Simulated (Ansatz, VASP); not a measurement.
Two plane-wave programs on NaRu3W4

```
CELL_PARAMETERS angstrom
-3.13277 3.13277 3.13277
3.13277 -3.13277 3.13277
3.13277 3.13277 -3.13277
ATOMIC_POSITIONS crystal
Na 0.00000 0.00000 0.00000
Ru 0.00000 0.50000 0.50000
Ru 0.50000 0.00000 0.50000
Ru 0.50000 0.50000 0.00000
W 0.50000 0.50000 0.50000
W 0.00000 0.00000 0.50000
W 0.00000 0.50000 0.00000
W 0.50000 0.00000 0.00000
```

Alike in both runs: functional PBE; k mesh 4 × 4 × 4; occupations gaussian, width 0.1 eV; no spin polarisation.

Ansatz relaxed the structure, and its values are those at the end. VASP's run is a single point on that final structure, the one shown.

|  | VASP | Ansatz |
| --- | --- | --- |
| version | VASP 6.6.1 | Ansatz 0.2.0 |
| potentials or method | VASP PAW PBE potentials, release 64 (Na_pv, Ru_pv, W_sv), cutoff 520 eV | scalar-relativistic, plane waves, PAW |
| valence electrons in the cell | 105 | 113 |

```csv
,VASP,Ansatz,Ansatz less VASP
gap on the k mesh at the Fermi level (eV),none,none,-
pressure (GPa),0.4,0.2,-0.27
```

A gap of «none» marks a metal or a gap that the smearing closes. With one functional, cell and mesh, what is left measures potentials, basis and numerics. VASP's potentials hold 105 valence electrons a cell and Ansatz's 113, so a difference there can come from the potentials and not from the codes.

Spin-orbit coupling is off throughout.
